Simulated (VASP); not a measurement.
TaSe2F:

```
CELL_PARAMETERS angstrom
4.44060 0.00000 0.00000
0.00000 4.44060 0.00000
0.00000 0.00000 4.90663
ATOMIC_POSITIONS crystal
Ta 0.50000 0.50000 0.00000
Se 0.00000 0.50000 0.00000
Se 0.50000 0.00000 0.00000
F 0.50000 0.50000 0.50000
```

The cell was generated, and may not be a known phase.

```yaml
Program: VASP 6.6.1
Task: relaxation of cell and atoms
Functional: PBE
Potentials_or_basis: VASP PAW PBE potentials, release 64 (Ta_pv, Se, F)
Cutoff: 600 eV
k_mesh: 4 × 4 × 4
Occupations: gaussian, width 0.1 eV
Spin: no spin polarisation
```

At the start: pressure 25.3 GPa; volume 24.19 Å³/atom.

Problem. How do energy, volume and symmetry change on relaxing?

Solution. Over 10 steps the energy falls by 977.2 meV/atom and the volume is 25.65 Å³/atom (+6.0 %); space group P4/mmm (No. 123, to 0.1 Å) before and after.

The path:
```csv
step,energy change (eV),largest force (eV/Å),pressure (GPa),volume (Å³)
1,0.0000,0.0000,25.30,96.75
2,-0.3307,0.0000,-14.65,152.92
3,-3.0918,0.0000,-7.45,121.09
4,-3.1136,0.0000,-6.33,119.34
5,-3.1150,0.0000,-5.63,118.31
6,-3.8693,0.0000,-2.25,106.08
7,-3.9062,0.0000,-0.77,103.62
8,-3.9062,0.0000,-0.57,103.33
9,-3.9072,0.0000,0.63,102.01
10,-3.9087,0.0000,0.10,102.59
```

Final structure:
```
CELL_PARAMETERS angstrom
5.00387 0.00000 0.00000
0.00000 5.00387 0.00000
0.00000 0.00000 4.09711
ATOMIC_POSITIONS crystal
Ta 0.50000 0.50000 0.00000
Se 0.00000 0.50000 0.00000
Se 0.50000 0.00000 0.00000
F 0.50000 0.50000 0.50000
```

Caveat: a cell axis changed by over 15 % at a fixed basis, so the end point is rough.
